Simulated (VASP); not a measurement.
Input of a VASP 6.6.1 run:

The input POSCAR:

```
Ga
1.0
    0.0000000000      2.0770707132      2.0770707132
    2.0770707132      0.0000000000      2.0770707132
    2.0770707132      2.0770707132      0.0000000000
Ga
1
Direct
    0.0000000000      0.0000000000      0.0000000000
```

The input INCAR.step1:

```
SYSTEM = Ga
ALGO = Normal
EDIFF = 1E-4
ENCUT = 520
GGA = PE
GGA_COMPAT = .FALSE.
ISMEAR = -1
LASPH = .TRUE.
LCHARG = .FALSE.
LREAL = .FALSE.
LSORBIT = .TRUE.
LWAVE = .TRUE.
MAGMOM = 0 0 0
NBANDS = 24
NELM = 150
PREC = Accurate
SIGMA = 0.1
```

INCAR.step2

```
SYSTEM = Ga
ALGO = Normal
EDIFF = 1E-6
ENCUT = 520
GGA_COMPAT = .FALSE.
ISIF = 2
ISMEAR = -1
ISTART = 1
LASPH = .TRUE.
LCHARG = .FALSE.
LMIXTAU = .TRUE.
LORBIT = 11
LORBMOM = .TRUE.
LREAL = .FALSE.
LSORBIT = .TRUE.
LWAVE = .FALSE.
MAGMOM = 0 0 0
METAGGA = R2SCAN
NBANDS = 24
NELM = 150
PREC = Accurate
SIGMA = 0.1
```

The input KPOINTS:

```
k-points
0
G
  13 13 13
  0 0 0
```

Potentials or basis: VASP PAW PBE potentials, release 64 (Ga_d).

Run with:

```bash
$ cat potpaw_PBE.64/Ga_d/POTCAR > POTCAR
$ cp INCAR.step1 INCAR
$ mpirun -np 1 vasp_ncl > vasp.out
$ cp INCAR.step2 INCAR
$ mpirun -np 1 vasp_ncl > vasp.out
```

(1) Predict the net moment.

(2) Estimate the pressure.

Results:

(1) 0.00 μB per cell.

(2) 0.1 GPa.

Caveat: the PAW data sets were made with another functional, which shifts forces and pressure a little.
